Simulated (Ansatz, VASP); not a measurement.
## Two plane-wave programs on ZnSn2N2

```
Zn Sn N
1.0
     5.76724    0.00000    0.00000
     0.00000    5.76724    0.00000
     0.00000    0.00000   11.28874
Zn Sn N
2 4 4
Direct
  0.00000 0.50000 0.50000
  0.50000 0.00000 0.00000
  0.00000 0.00000 0.37270
  0.00000 0.00000 0.87270
  0.00000 0.00000 0.62730
  0.00000 0.00000 0.12730
  0.19066 0.19066 0.75000
  0.80934 0.80934 0.75000
  0.80934 0.19066 0.25000
  0.19066 0.80934 0.25000
```

Alike in both runs: functional PBE; k mesh 3 × 3 × 2; occupations gaussian, width 0.15 eV; no spin polarisation.

Ansatz relaxed the structure, and its values are those at the end. VASP's run is a single point on that final structure, the one shown.

|  | VASP | Ansatz |
| --- | --- | --- |
| version | VASP 6.6.1 | Ansatz 0.2.0 |
| potentials or method | VASP PAW PBE potentials, release 64 (Zn, Sn_d, N), cutoff 520 eV | scalar-relativistic, plane waves, PAW |
| valence electrons in the cell | 100 | 100 |

|  | VASP | Ansatz | Ansatz less VASP |
| --- | --- | --- | --- |
| gap on the k mesh at the Fermi level (eV) | none | none | - |
| pressure (GPa) | 0.2 | 0.2 | -0.03 |
| rms of the force components (eV/Å) | 0.009 | 0.016 | +0.0074 |

A gap of «none» marks a metal or a gap that the smearing closes.

The k mesh is coarse, so the values compare programs but aren't converged.
